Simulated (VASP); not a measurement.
Here is a VASP 6.6.1 calculation.

The input POSCAR:

```
AlN
1.0
    0.0000000000      2.2016237539      2.2016237539
    2.2016237539      0.0000000000      2.2016237539
    2.2016237539      2.2016237539      0.0000000000
Al N
1 1
Direct
    0.0000000000      0.0000000000      0.0000000000
    0.7500000000      0.7500000000      0.7500000000
```

File INCAR.step1:

```
SYSTEM = AlN
ALGO = Normal
EDIFF = 1E-5
ENCUT = 660
GGA = PE
GGA_COMPAT = .FALSE.
ISMEAR = 0
LASPH = .TRUE.
LCHARG = .FALSE.
LREAL = .FALSE.
LWAVE = .TRUE.
NBANDS = 11
NELM = 120
PREC = Accurate
SIGMA = 0.02
```

The input INCAR.step2:

```
SYSTEM = AlN
ALGO = Normal
EDIFF = 1E-6
ENCUT = 660
GGA_COMPAT = .FALSE.
ISIF = 2
ISMEAR = 0
ISTART = 1
LASPH = .TRUE.
LCHARG = .TRUE.
LELF = .TRUE.
LMIXTAU = .TRUE.
LREAL = .FALSE.
LVHAR = .TRUE.
LWAVE = .FALSE.
METAGGA = R2SCAN
NBANDS = 11
NELM = 120
PREC = Accurate
SIGMA = 0.02
```

Contents of KPOINTS:

```
k-points
0
G
  10 10 10
  0 0 0
```

Potentials or basis: VASP PAW PBE potentials, release 64 (Al, N).

The run is started by

```bash
$ cat potpaw_PBE.64/Al/POTCAR potpaw_PBE.64/N/POTCAR > POTCAR
$ cp INCAR.step1 INCAR
$ mpirun -np 1 vasp_std > vasp.out
$ cp INCAR.step2 INCAR
$ mpirun -np 1 vasp_std > vasp.out
```

**Question.** Estimate the pressure.

**Answer.** -5.0 GPa.

**Question.** Predict the band gap on the k mesh.

**Answer.** 3.92 eV, indirect (least direct gap 4.67 eV).

Caveat: the PAW data sets were made with another functional, which shifts forces and pressure a little. r2SCAN opens gaps a little over a GGA but as a rule still falls short of measured ones.
